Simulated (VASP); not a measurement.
# BN (P1) in VASP: single point with PBE

Aim: the single point of BN with PBE.

Program: VASP 6.6.1. These are calculated values, not measurements. Logs are shortened: lines on timing, memory, paths and dates and some standing lists are left out, and cuts for length are marked.

**1. The cell of the first run**

The typed cell holds 2 atoms: a = 3.640 Å, b = 3.624 Å, c = 3.677 Å, α = 40.05°, β = 39.81°, γ = 39.85°.

**2. Single point, PBE (atoms moved at random and the cell strained at random)**

INCAR reads:

```
SYSTEM = BN
PREC     = Accurate       ! precision mode
ENCUT    = 520            ! plane-wave cutoff, eV
EDIFF    = 1E-6           ! SCF threshold, eV
ISMEAR   = 0              ! smearing method
SIGMA    = 0.02           ! smearing width, eV
LREAL    = .FALSE.        ! projectors in reciprocal space
LASPH    = .TRUE.         ! aspherical terms in the spheres
NELM     = 80             ! most SCF steps
ALGO     = Normal         ! electronic algorithm
ISIF     = 2              ! what is computed and relaxed
LWAVE    = .FALSE.        ! write WAVECAR
LCHARG   = .TRUE.         ! write CHGCAR
GGA      = PE             ! functional
LELF     = .TRUE.         ! ELF
LVHAR    = .TRUE.       
NBANDS   = 11             ! bands
```

KPOINTS reads:

```
regular mesh
0
G
  12 12 12
  0 0 0
```

POSCAR reads:

```
BN
1.0
    1.2490543700      0.6858797460      3.3494345159
   -1.2264151902      0.6915348165      3.3398259006
    0.0162170246     -1.4786025947      3.3663002732
B N
1 1
Direct
    0.9821343329      0.9678991080      1.0391282034
    0.3502986671      0.3645338920      0.2933047966
```

Potentials or basis: VASP PAW PBE potentials, release 64 (B, N).

Run with:

```console
$ cat potpaw_PBE.64/B/POTCAR potpaw_PBE.64/N/POTCAR > POTCAR
$ mpirun -np 1 vasp_std > vasp.out
```

OUTCAR:

```text
SYSTEM = BN
   PREC = Accurate
   ENCUT = 520
   EDIFF = 1E-6
   ISMEAR = 0
   LREAL = .FALSE.
   LASPH = .TRUE.
   NELM = 80
   ISIF = 2
   GGA = PE

 ion  position               nearest neighbor table
   1  0.982  0.968  0.039-   2 1.32   2 1.38   2 1.63
   2  0.350  0.365  0.293-   1 1.32   1 1.38   1 1.63

  LATTYP: Found a triclinic cell.
 ALAT       =     2.4910150897
 B/A-ratio  =     1.7589855028
 C/A-ratio  =     0.9937694387
 COS(alpha) =     0.0029203075
 COS(beta)  =     0.4928973713
 COS(gamma) =     0.5619602109

  Lattice vectors:

 A1 = (   1.2328373454,   2.1644823407,  -0.0168657573)
 A2 = (   0.0064221552,   2.8560171572,   3.3229601433)
 A3 = (   2.4754695602,  -0.0056550705,   0.0096086153)

Analysis of symmetry for initial positions (statically):
=====================================================================
 Subroutine PRICEL returns:
 Original cell was already a primitive cell.

 Routine SETGRP: Setting up the symmetry group for a
 triclinic supercell.

 Subroutine GETGRP returns: Found  1 space group operations
 (whereof  1 operations were pure point group operations)
 out of a pool of  2 trial point group operations.

The static configuration has the point symmetry C_1 .

Analysis of symmetry for dynamics (positions and initial velocities):
=====================================================================
 Subroutine PRICEL returns:
 Original cell was already a primitive cell.

 Routine SETGRP: Setting up the symmetry group for a
 triclinic supercell.

 Subroutine GETGRP returns: Found  1 space group operations
 (whereof  1 operations were pure point group operations)
 out of a pool of  2 trial point group operations.

The dynamic configuration has the point symmetry C_1 .

 Subroutine INISYM returns: Found  1 space group operations
 (whereof  1 operations are pure point group operations),
 and found     1 'primitive' translations

----------------------------------------------------------------------------------------

                                     Primitive cell

  volume of cell :      17.9809

  direct lattice vectors                    reciprocal lattice vectors
     1.249054370  0.685879746  3.349434516     0.404106128  0.232616023  0.100226726
    -1.226415190  0.691534817  3.339825901    -0.403837547  0.230821361  0.103330683
     0.016217025 -1.478602595  3.366300273    -0.001419932 -0.460456634  0.094819424

  length of vectors
     3.639955964  3.624465708  3.676752120     0.476924914  0.476487665  0.470120252

[... 83 lines left out ...]
   NSW    =      0    number of steps for IOM
   IBRION =     -1    ionic relax: 0-MD 1-quasi-New 2-CG
   NFREE  =      0    steps in history (QN), initial steepest desc. (CG)
   ISIF   =      2    stress and relaxation
   ISYM   =      2    0-nonsym 1-usesym 2-fastsym
   POTIM  = 0.5000    time-step for ionic-motion
   TEBEG  =    0.0;   TEEND  =   0.0 temperature during run
   PSTRESS=    0.0 pullay stress
   NELECT =       8.0000    total number of electrons
   NUPDOWN=      -1.0000    fix difference up-down
   EMIN   =  10.00;   EMAX   =-10.00  energy-range for DOS
   EFERMI =   0.00;   METHOD = LEGACY
   ISMEAR =     0;   SIGMA  =   0.02  broadening in eV -4-tet -1-fermi 0-gaus
   EFERMI_NEDOS =   21; number of points for ismear=-14 and -15
   IALGO  =     38    algorithm
   IMIX   =      4    mixing-type and parameters
     AMIX     =   0.40;   BMIX     =  1.00
     AMIX_MAG =   1.60;   BMIX_MAG =  1.00
  volume/ion in A,a.u.               =       8.99        60.67
  Fermi-wavevector in a.u.,A,eV,Ry     =   1.249782  2.361746 21.251702  1.561956
  Thomas-Fermi vector in A             =   2.383807
   LORBIT       =      0    0 simple, 1 ext, 2 COOP (PROOUT), +10 PAW based schemes
   GGA     = PE    functional components
   LHFCALC =     F    Hartree Fock is set to
   AEXX    =    0.0000 exact exchange contribution
   IVDW    =     0    specifies the selected vdW correction
   LEPSILON=     F    determine dielectric tensor
   LRPA    =     F    only Hartree local field effects (RPA)
 non-spin polarized calculation
 Gauss-broadening in eV      SIGMA  =   0.02
  energy-cutoff  :      520.00
  volume of cell :       17.98
 maximum number of plane-waves:       497
   NGX = 13   NGY = 13   NGZ = 13

 number of electron       8.0000001 magnetization

 Free energy of the ion-electron system (eV)
  ---------------------------------------------------
  ext. energy  EPLUGINS =         0.00000000
  ---------------------------------------------------
  free energy    TOTEN  =       -16.89137439 eV

  energy without entropy =      -16.89137439  energy(sigma->0) =      -16.89137439

 E-fermi :   3.1702     XC(G=0): -10.0383

 val. band max:        3.0892828943   @ k =   0.2500   0.2500   0.2500
 cond. band min:       5.7604878294   @ k =   0.5000   0.0000   0.5000
 fundamental gap:      2.6712049351
 Fermi energy:         3.1702369914

 k-point     1 :       0.0000    0.0000    0.0000
  band No.  band energies     occupation
      1     -15.6559      2.00000
      2      -2.0829      2.00000
      3      -1.1581      2.00000
      4       3.0846      2.00000
      5       7.3193      0.00000
      6      11.4065      0.00000
      7      15.8545      0.00000
      8      17.1028      0.00000
      9      17.7585      0.00000
     10      28.0906      0.00000
     11      29.5359      0.00000
[... 309 lines left out ...]
 k-point    24 :       0.3333    0.1667   -0.0000
  band No.  band energies     occupation
      1     -14.0253      2.00000
      2      -3.6627      2.00000
      3      -1.4844      2.00000
      4      -0.7757      2.00000
      5      10.1886      0.00000
      6      12.6980      0.00000
      7      13.0433      0.00000
      8      18.7659      0.00000
      9      20.4334      0.00000
     10      22.7862      0.00000
     11      27.0786      0.00000

 [... further k-points ...]
[... 5 lines left out ...]
  --------------------------------------------------------------------------------------
  -------------------------------------------------------------------------------------
  Total        5.9019267      0.5270921      0.2433354     -0.5762751     -0.3825593      0.1774852
  in kB      525.8878503     46.9662479     21.6822606    -51.3486700    -34.0877301     15.8147223
  external PRESSURE =     198.1787862 kB  Pullay stress =       0.0000000 kB

 VOLUME and BASIS-vectors are now :
 -----------------------------------------------------------------------------
  energy-cutoff  :      520.00
  volume of cell :       17.98
      direct lattice vectors                 reciprocal lattice vectors
     1.249054370  0.685879746  3.349434516     0.404106128  0.232616023  0.100226726
    -1.226415190  0.691534817  3.339825901    -0.403837547  0.230821361  0.103330683
     0.016217025 -1.478602595  3.366300273    -0.001419932 -0.460456634  0.094819424

 POSITION                                       TOTAL-FORCE (eV/Angst)
 -----------------------------------------------------------------------------------
      0.04033      1.28511      6.65393        -2.364432      5.810654      0.572066
     -0.00477      0.05867      3.37813         2.364432     -5.810654     -0.572066
 -----------------------------------------------------------------------------------
    total drift:                                0.000018     -0.000156      0.000082

  FREE ENERGIE OF THE ION-ELECTRON SYSTEM (eV)
  ---------------------------------------------------
  free  energy   TOTEN  =       -16.8913743926 eV

  energy  without entropy=      -16.8913743926  energy(sigma->0) =      -16.89137439
```

OSZICAR:

```text
N       E                     dE             d eps       ncg     rms          rms(c)
DAV:   1     0.135765123227E+02    0.13577E+02   -0.45795E+03 19539   0.677E+02
DAV:   2    -0.182256838719E+02   -0.31802E+02   -0.30642E+02 22640   0.162E+02
DAV:   3    -0.189854527244E+02   -0.75977E+00   -0.75874E+00 23207   0.230E+01
DAV:   4    -0.189878219639E+02   -0.23692E-02   -0.23692E-02 21026   0.142E+00
DAV:   5    -0.189878325243E+02   -0.10560E-04   -0.10560E-04 23200   0.838E-02    0.863E+00
DAV:   6    -0.171145779379E+02    0.18733E+01   -0.60362E+00 22033   0.138E+01    0.388E+00
DAV:   7    -0.169327297825E+02    0.18185E+00   -0.30804E-01 22663   0.418E+00    0.235E+00
DAV:   8    -0.168905092352E+02    0.42221E-01   -0.12875E-01 23012   0.228E+00    0.304E-01
DAV:   9    -0.168909509920E+02   -0.44176E-03   -0.38276E-03 20989   0.520E-01    0.154E-01
DAV:  10    -0.168913363646E+02   -0.38537E-03   -0.58135E-04 21892   0.183E-01    0.298E-02
DAV:  11    -0.168913691456E+02   -0.32781E-04   -0.44137E-05 22745   0.514E-02    0.237E-02
DAV:  12    -0.168913739993E+02   -0.48537E-05   -0.96442E-06 21010   0.209E-02    0.261E-03
DAV:  13    -0.168913743926E+02   -0.39332E-06   -0.62348E-07 22364   0.659E-03
   1 F= -.16891374E+02 E0= -.16891374E+02  d E =-.345866E-11
```

stdout:

```text
POSCAR found type information on POSCAR B N
 POSCAR found :  2 types and       2 ions
 scaLAPACK will be used
 LDA part: xc-table for (Slater+PW92), standard interpolation
 POSCAR, INCAR and KPOINTS ok, starting setup
 FFT: planning ... GRIDC
 FFT: planning ... GRID_SOFT
 FFT: planning ... GRID
 WAVECAR not read
 entering main loop
```

Wall time 10 min (1 thread of AMD EPYC, shared host); peak memory 0.25 GiB.

What came out:

```
Free energy            : -16.8914 eV
Pressure               : 19.8 GPa
Largest force          : 6.299 eV/Å
Band gap on the k mesh : 2.67 eV (least direct gap 4.23 eV)
```

Forces in eV/Å, atoms in the order of the input:
```
B   -2.364  5.811  0.572
N    2.364 -5.811 -0.572
```

Levels at points of the mesh, in eV from the valence-band top:
```
           k point  band 1  band 2  band 3  band 4  band 5  band 6  band 7  band 8  band 9
(0.00, 0.00, 0.00)  -18.75   -5.17   -4.25    0.00    4.23    8.32   12.77   14.01   14.67
(0.50, 0.00, 0.00)  -15.71   -9.97   -4.21   -1.36    4.15    7.97   12.28   14.02   19.50
(0.00, 0.50, 0.00)  -15.81  -10.04   -4.00   -1.23    3.66    8.61   12.32   14.09   19.92
(0.50, 0.50, 0.00)  -15.31   -9.31   -6.15   -2.89    4.62    9.32   13.49   16.94   18.52
(0.00, 0.00, 0.50)  -15.41   -9.45   -6.10   -2.25    6.29    9.03   12.34   13.96   17.75
(0.50, 0.00, 0.50)  -15.76   -9.93   -4.06   -1.65    2.67    8.56   13.53   16.51   20.18
(0.00, 0.50, 0.50)  -15.65   -9.86   -4.26   -1.85    3.00    7.92   13.67   16.81   19.88
(0.50, 0.50, 0.50)  -18.48   -7.16   -4.26    0.00    7.98    9.35   12.07   14.19   15.62
```

Caveat: the cell differs from its parent crystal (atoms moved at random and the cell strained at random); the stress differs along the axes, from 2 to 53 GPa; forces of over 1 eV/Å act on the atoms, so gaps and moduli don't describe the material at rest.
